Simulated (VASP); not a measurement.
A run of VASP 6.6.1:

The input INCAR:

```
SYSTEM = Al
PREC = Accurate ; ENCUT = 520
EDIFF = 1E-7 ; ISMEAR = 0
SIGMA = 0.1 ; LREAL = .FALSE.
LASPH = .TRUE. ; NELM = 100
ALGO = Normal ; ISIF = 2
LWAVE = .FALSE. ; LCHARG = .FALSE.
GGA = PS ; NBANDS = 18
```

The input KPOINTS:

```
regular mesh
0
G
  8 6 4
  0 0 0
```

POSCAR

```
Al
1.0
    0.0000000000      0.0000000000      2.7693348033
    4.5830927406      0.0000000000      0.0000000000
    0.0000000000      7.9381494825      0.0000000000
Al
6
Direct
    0.0000000000      0.0000000000      0.0000000000
    0.0000000000      0.5000000000      0.5000000000
    0.5000000000      1.0000000000      0.3333333333
    0.5000000000      0.5000000000      0.8333333333
    0.5000000000      0.5000000000      0.1666666667
    0.5000000000      1.0000000000      0.6666666667
```

Potentials or basis: VASP PAW PBE potentials, release 64 (Al).

The run is started by

```console
$ cat potpaw_PBE.64/Al/POTCAR > POTCAR
$ mpirun -np 1 vasp_std > vasp.out
```

Hardware: 1 thread of Intel Xeon 8259CL (shared host).

Question: Estimate the wall time of this run.

Answer: It took 2.4 min on 1 thread of Intel Xeon 8259CL, with other jobs on the host, peak memory 0.25 GiB. Counts: scf iterations 12, k points 60.
